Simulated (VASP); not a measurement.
# BN: single point with r2SCAN

The system is BN.

```xyz
4
Lattice="2.3936 0.0000 0.0000 -1.1968 2.0729 0.0000 0.0000 0.0000 3.9591" Properties=species:S:1:pos:R:3 pbc="T T T"
B     1.1968    0.6910    0.0031
B     0.0000    1.3819    1.9827
N     1.1968    0.6910    1.4816
N     0.0000    1.3819    3.4611
```

This cell differs from its parent crystal: strain -5.9%.

| Property | Result |
| --- | --- |
| Program | VASP 6.6.1 |
| Task | single point |
| Functional | r2SCAN |
| Potentials or basis | VASP PAW PBE potentials, release 64 (B, N) |
| Cutoff | 520 eV |
| k mesh | 12 × 12 × 6 |
| Occupations | gaussian, width 0.01 eV |
| Spin | no spin polarisation |

```yaml
Pressure: 101.4 GPa
Largest_force: 0.003 eV/Å
Band_gap_on_the_k_mesh: 5.29 eV, indirect (least direct gap 9.80 eV)
```

Forces on the atoms (eV/Å):
```
B    0.000  0.000  0.003
B    0.000  0.000  0.003
N    0.000  0.000 -0.003
N    0.000  0.000 -0.003
```

Stress tensor (GPa, compression positive):
```
100.50   0.00   0.00
  0.00 100.50   0.00
  0.00   0.00 103.21
```

Levels at points of the mesh, in eV from the valence-band top:
```
           k point  band 5  band 6  band 7  band 8  band 9  band 10  band 11  band 12
(0.00, 0.00, 0.00)   -2.67   -0.43    0.00    0.00    9.80     9.80    10.35    12.66
(0.50, 0.00, 0.00)   -8.40   -6.25   -5.62   -2.62    7.97     9.13    12.25    13.78
(0.00, 0.00, 0.50)   -1.48   -1.48   -1.48   -1.48   11.67    11.67    11.67    11.67
(0.50, 0.00, 0.50)   -4.73   -4.73   -4.46   -4.46    7.86     7.86    12.01    12.01
```

Run time: 67 s on 1 thread of AMD EPYC 7R13 Processor (Zen 3), with other jobs on the host, peak memory 0.1 GiB.

Caveat: the cell differs from its parent crystal (strain -5.9%); the PAW data sets were made with another functional, which shifts forces and pressure a little. A k mesh can miss the band edges.
